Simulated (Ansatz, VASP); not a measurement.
**One calculation of AlN, two programs**

The input POSCAR:

```
AlN
1.0
    0.0000000000      2.2504476450      2.1193536074
    2.2504476450      0.0000000000      2.1193536074
    2.2504476450      2.2504476450      0.0000000000
Al N
1 1
Direct
    0.0000000000      0.0000000000      0.0000000000
    0.7500000000      0.7500000000      0.7500000000
```

Contents of INCAR.step1:

```
ALGO = Normal
EDIFF = 1E-4
ENCUT = 520
GGA = PE
ISMEAR = 0
LASPH = True
LCHARG = False
LREAL = False
LWAVE = True
NBANDS = 11
NELM = 80
PREC = Accurate
SIGMA = 0.05
```

Contents of INCAR.step2:

```
ALGO = Normal
EDIFF = 1E-7
ENCUT = 520
ISIF = 2
ISMEAR = 0
ISTART = 1
LASPH = True
LCHARG = False
LMIXTAU = True
LREAL = False
LWAVE = False
METAGGA = R2SCAN
NBANDS = 11
NELM = 80
PREC = Accurate
SIGMA = 0.05
```

KPOINTS

```
k-points
0
Gamma
  10 10 10
```

Input for Ansatz:

```yaml
crystal:
  lattice:
    - [0.0, 2.250447645, 2.1193536074]
    - [2.250447645, 0.0, 2.1193536074]
    - [2.250447645, 2.250447645, 0.0]
  atoms:
    - { symbol: Al, position: [0.0, 0.0, 0.0] }
    - { symbol: "N", position: [0.75, 0.75, 0.75] }
basis:
  ecutwfc: 500
kpoints:
  mp_grid: { grid: [10, 10, 10] }
hamiltonian:
  xc: r2scan
scf:
  occupations: { method: gaussian, width: 0.05 }
output:
  forces: true
  stress: true
  eigenvalues: true
```

Change from the starting cell: strain +0.030 along x and y, -0.030 along z, atoms carried along.

Alike in both runs: task single point; functional r2SCAN; k mesh 10 × 10 × 10; occupations gaussian, width 0.05 eV; no spin polarisation.

|  | VASP | Ansatz |
| --- | --- | --- |
| version | VASP 6.6.1 | Ansatz 0.2.0 |
| potentials or method | VASP PAW PBE potentials, release 64 (Al, N), cutoff 520 eV | scalar-relativistic, plane waves, PAW |
| valence electrons in the cell | 8 | 8 |

Ansatz gave:

| Item | Value |
| --- | --- |
| gap on the k mesh at the Fermi level (eV) | 3.62 |
| least direct gap on the mesh (eV) | 4.41 |
| pressure (GPa) | -6.0 |
| traceless stress, the component that is largest in VASP (GPa) | 4.99 |

**Question.** Which values does VASP return?

**Answer.** gap on the k mesh at the Fermi level (eV): 3.61; least direct gap on the mesh (eV): 4.45; pressure (GPa): -6.4; traceless stress, the component that is largest in VASP (GPa): 5.00.

VASP's potentials were made for PBE, not for r2SCAN.
